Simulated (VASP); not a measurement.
# Mg3SeS2 (P6/mmm) in VASP: notebook, part 2 of 2

VASP 6.6.1. Earlier steps stand in the parts before.

## (3) Single point, PBE

This run uses another cell than the first one, of 20.24 Å³/atom, 0.996 times its volume.

INCAR

```
ALGO = Normal
EDIFF = 1E-7
ENCUT = 520
GGA = PE
ISIF = 2
ISMEAR = 0
LASPH = T
LCHARG = F
LREAL = F
LWAVE = F
NBANDS = 21
NELM = 80
PREC = Accurate
SIGMA = 0.1
```

KPOINTS

```
k-points
0
Gamma
  6 6 10
```

POSCAR

```
Mg3SeS2
1.0
    6.2615088899      0.0000000000      0.0000000000
   -3.1307544450      5.4226257646      0.0000000000
    0.0000000000      0.0000000000      3.5764430123
Mg Se S
3 1 2
Direct
    0.5000000000      0.0000000000      0.5000000000
    0.0000000000      0.5000000000      0.5000000000
    0.5000000000      0.5000000000      0.5000000000
    0.0000000000      0.0000000000      0.5000000000
    0.3333333333      0.6666666667      0.0000000000
    0.6666666667      0.3333333333      0.0000000000
```

Potentials or basis: VASP PAW PBE potentials, release 64 (Mg, Se, S).

Command:

```console
$ cat potpaw_PBE.64/Mg/POTCAR potpaw_PBE.64/Se/POTCAR potpaw_PBE.64/S/POTCAR > POTCAR
$ mpirun -np 1 vasp_std > vasp.out
```

OUTCAR:

```text
EDIFF = 1E-7
   ENCUT = 520
   GGA = PE
   ISIF = 2
   ISMEAR = 0
   LASPH = T
   LREAL = F
   NELM = 80
   PREC = Accurate

 ion  position               nearest neighbor table
   1  0.500  0.000  0.500-   5 2.54   6 2.54   5 2.54   6 2.54   2 3.13   2 3.13   3 3.13   3 3.13
                             4 3.13   4 3.13
   2  0.000  0.500  0.500-   5 2.54   6 2.54   5 2.54   6 2.54   1 3.13   1 3.13   4 3.13   4 3.13
                             3 3.13   3 3.13
   3  0.500  0.500  0.500-   5 2.54   6 2.54   5 2.54   6 2.54   4 3.13   4 3.13   1 3.13   1 3.13
                             2 3.13   2 3.13
   4  0.000  0.000  0.500-   3 3.13   3 3.13   2 3.13   2 3.13   1 3.13   1 3.13
   5  0.333  0.667  0.000-   1 2.54   1 2.54   2 2.54   2 2.54   3 2.54   3 2.54
   6  0.667  0.333  0.000-   1 2.54   1 2.54   2 2.54   2 2.54   3 2.54   3 2.54

  LATTYP: Found a hexagonal cell.
 ALAT       =     6.2615088899
 C/A-ratio  =     0.5711791000

  Lattice vectors:

 A1 = (   6.2615088899,   0.0000000000,   0.0000000000)
 A2 = (  -3.1307544450,   5.4226257646,   0.0000000000)
 A3 = (   0.0000000000,   0.0000000000,   3.5764430123)

Analysis of symmetry for initial positions (statically):
=====================================================================
 Subroutine PRICEL returns:
 Original cell was already a primitive cell.

 Routine SETGRP: Setting up the symmetry group for a
 hexagonal supercell.

 Subroutine GETGRP returns: Found 24 space group operations
 (whereof 24 operations were pure point group operations)
 out of a pool of 24 trial point group operations.

The static configuration has the point symmetry D_6h.

Analysis of symmetry for dynamics (positions and initial velocities):
=====================================================================
 Subroutine PRICEL returns:
 Original cell was already a primitive cell.

 Routine SETGRP: Setting up the symmetry group for a
 hexagonal supercell.

 Subroutine GETGRP returns: Found 24 space group operations
 (whereof 24 operations were pure point group operations)
 out of a pool of 24 trial point group operations.

The dynamic configuration has the point symmetry D_6h.

 Subroutine INISYM returns: Found 24 space group operations
 (whereof 24 operations are pure point group operations),
 and found     1 'primitive' translations

----------------------------------------------------------------------------------------

                                     Primitive cell

  volume of cell :     121.4339

  direct lattice vectors                    reciprocal lattice vectors
     6.261508890  0.000000000  0.000000000     0.159705914  0.092206252  0.000000000
    -3.130754445  5.422625765  0.000000000     0.000000000  0.184412505  0.000000000
     0.000000000  0.000000000  3.576443012     0.000000000  0.000000000  0.279607419

  length of vectors
     6.261508890  6.261508890  3.576443012     0.184412505  0.184412505  0.279607419

  position of ions in fractional coordinates (direct lattice)
     0.500000000  0.000000000  0.500000000
     0.000000000  0.500000000  0.500000000
     0.500000000  0.500000000  0.500000000
     0.000000000  0.000000000  0.500000000
     0.333333333  0.666666667  0.000000000
     0.666666667  0.333333333  0.000000000
[... 39 lines left out ...]
  0.166667  0.000000  0.000000      6.000000
  0.333333  0.000000  0.000000      6.000000
  0.500000 -0.000000  0.000000      3.000000
  0.166667  0.166667  0.000000      6.000000
  0.333333  0.166667  0.000000     12.000000
[... 16 lines left out ...]
  0.166667  0.000000  0.300000     12.000000
  0.333333  0.000000  0.300000     12.000000
 [... further k-points ...]
   k-points           NKPTS =     42   k-points in BZ     NKDIM =     42   number of bands    NBANDS=     21
   number of dos      NEDOS =    301   number of ions     NIONS =      6
   total plane-waves  NPLWV =  64512
   dimension x,y,z NGX =    48 NGY =   48 NGZ =   28
   dimension x,y,z NGXF=    96 NGYF=   96 NGZF=   56
   ions per type =               3   1   2
   NGX,Y,Z   is equivalent  to a cutoff of  12.74, 12.74, 13.02 a.u.
   NGXF,Y,Z  is equivalent  to a cutoff of  25.49, 25.49, 26.03 a.u.
 SYSTEM =  unknown system
   PREC   = accura    normal or accurate (medium, high low for compatibility)
   ISTART =      0    job   : 0-new  1-cont  2-samecut
   ICHARG =      2    charge: 1-file 2-atom 10-const
   ISPIN  =      1    spin polarized calculation?
   LNONCOLLINEAR =      F non collinear calculations
   LSORBIT =      F    spin-orbit coupling
   LASPH  =      T    aspherical Exc in radial PAW
   ENCUT  =  520.0 eV  38.22 Ry    6.18 a.u.  11.64 11.64  6.65*2*pi/ulx,y,z
   NELM   =     80;   NELMIN=  2; NELMDL= -5     # of ELM steps
   EDIFF  = 0.1E-06   stopping-criterion for ELM
   LREAL  =      F    real-space projection
   EDIFFG = 0.1E-05   stopping-criterion for IOM
   NSW    =      0    number of steps for IOM
   IBRION =     -1    ionic relax: 0-MD 1-quasi-New 2-CG
   NFREE  =      0    steps in history (QN), initial steepest desc. (CG)
   ISIF   =      2    stress and relaxation
   ISYM   =      2    0-nonsym 1-usesym 2-fastsym
   POTIM  = 0.5000    time-step for ionic-motion
   TEBEG  =    0.0;   TEEND  =   0.0 temperature during run
   PSTRESS=    0.0 pullay stress
   NELECT =      24.0000    total number of electrons
   NUPDOWN=      -1.0000    fix difference up-down
   EMIN   =  10.00;   EMAX   =-10.00  energy-range for DOS
   EFERMI =   0.00;   METHOD = LEGACY
   ISMEAR =     0;   SIGMA  =   0.10  broadening in eV -4-tet -1-fermi 0-gaus
   EFERMI_NEDOS =   21; number of points for ismear=-14 and -15
   IALGO  =     38    algorithm
   IMIX   =      4    mixing-type and parameters
     AMIX     =   0.40;   BMIX     =  1.00
     AMIX_MAG =   1.60;   BMIX_MAG =  1.00
  volume/ion in A,a.u.               =      20.24       136.58
  Fermi-wavevector in a.u.,A,eV,Ry     =   0.953598  1.802039 12.372442  0.909349
  Thomas-Fermi vector in A             =   2.082268
   LORBIT       =      0    0 simple, 1 ext, 2 COOP (PROOUT), +10 PAW based schemes
   GGA     = PE    functional components
   LHFCALC =     F    Hartree Fock is set to
   AEXX    =    0.0000 exact exchange contribution
   IVDW    =     0    specifies the selected vdW correction
   LEPSILON=     F    determine dielectric tensor
   LRPA    =     F    only Hartree local field effects (RPA)
 non-spin polarized calculation
 Gauss-broadening in eV      SIGMA  =   0.10
  energy-cutoff  :      520.00
  volume of cell :      121.43
 maximum number of plane-waves:      3307
 NGX is ok and might be reduce to    48
   NGX = 23   NGY = 23   NGZ = 13

 number of electron      23.9999997 magnetization

 Free energy of the ion-electron system (eV)
  ---------------------------------------------------
  ext. energy  EPLUGINS =         0.00000000
  ---------------------------------------------------
  free energy    TOTEN  =       -22.36141758 eV

  energy without entropy =      -22.35437176  energy(sigma->0) =      -22.35789467

 E-fermi :   5.0362     XC(G=0):  -9.2097

 val. band max:        5.0267781894   @ k =   0.0000   0.0000   0.4000
 cond. band min:       5.0439631917   @ k =   0.1667   0.0000   0.0000
 fundamental gap:      0.0171850023
 Fermi energy:         5.0362152152

 k-point     1 :       0.0000    0.0000    0.0000
  band No.  band energies     occupation
      1     -10.2965      2.00000
      2      -9.4125      2.00000
      3      -7.5164      2.00000
      4      -1.4702      2.00000
      5      -1.4702      2.00000
      6      -0.2199      2.00000
[... 565 lines left out ...]
     20       9.9889      0.00000
     21      10.7929      0.00000

 [... further k-points ...]

------------------------ aborting loop because EDIFF is reached ----------------------------------------

  FORCE on cell =-STRESS in cart. coord.  units (eV):
  Direction    XX          YY          ZZ          XY          YZ          ZX
  --------------------------------------------------------------------------------------
  -------------------------------------------------------------------------------------
  Total       -0.1548911     -0.1548911     -0.1660579      0.0000000     -0.0000000      0.0000000
  in kB       -2.0436062     -2.0436062     -2.1909379      0.0000000     -0.0000000      0.0000000
  external PRESSURE =      -2.0927168 kB  Pullay stress =       0.0000000 kB

 VOLUME and BASIS-vectors are now :
 -----------------------------------------------------------------------------
  energy-cutoff  :      520.00
  volume of cell :      121.43
      direct lattice vectors                 reciprocal lattice vectors
     6.261508890  0.000000000  0.000000000     0.159705914  0.092206252  0.000000000
    -3.130754445  5.422625765  0.000000000     0.000000000  0.184412505  0.000000000
     0.000000000  0.000000000  3.576443012     0.000000000  0.000000000  0.279607419

 POSITION                                       TOTAL-FORCE (eV/Angst)
 -----------------------------------------------------------------------------------
      3.13075      0.00000      1.78822         0.000000      0.000000      0.000000
     -1.56538      2.71131      1.78822         0.000000      0.000000      0.000000
      1.56538      2.71131      1.78822         0.000000      0.000000      0.000000
      0.00000      0.00000      1.78822         0.000000      0.000000      0.000000
     -0.00000      3.61508      0.00000         0.000000     -0.000000      0.000000
      3.13075      1.80754      0.00000        -0.000000      0.000000     -0.000000
 -----------------------------------------------------------------------------------
    total drift:                               -0.000000      0.000000      0.000000

  FREE ENERGIE OF THE ION-ELECTRON SYSTEM (eV)
  ---------------------------------------------------
  free  energy   TOTEN  =       -22.3614175758 eV

  energy  without entropy=      -22.3543717577  energy(sigma->0) =      -22.35789467
```

stdout:

```text
POSCAR found type information on POSCAR MgSeS
 POSCAR found :  3 types and       6 ions
 scaLAPACK will be used
 LDA part: xc-table for (Slater+PW92), standard interpolation
 POSCAR, INCAR and KPOINTS ok, starting setup
 FFT: planning ... GRIDC
 FFT: planning ... GRID_SOFT
 FFT: planning ... GRID
 WAVECAR not read
 entering main loop
```

It took 2.7 min on 1 thread of AMD EPYC 7R43 (Zen 3), shared host; peak memory 0.25 GiB.

Results:

```
Free energy            : -22.3614 eV
Pressure               : -0.2 GPa
Band gap on the k mesh : zero (band 12 reaches 5.12 eV, above the bottom of band 13 at 4.50 eV)
```
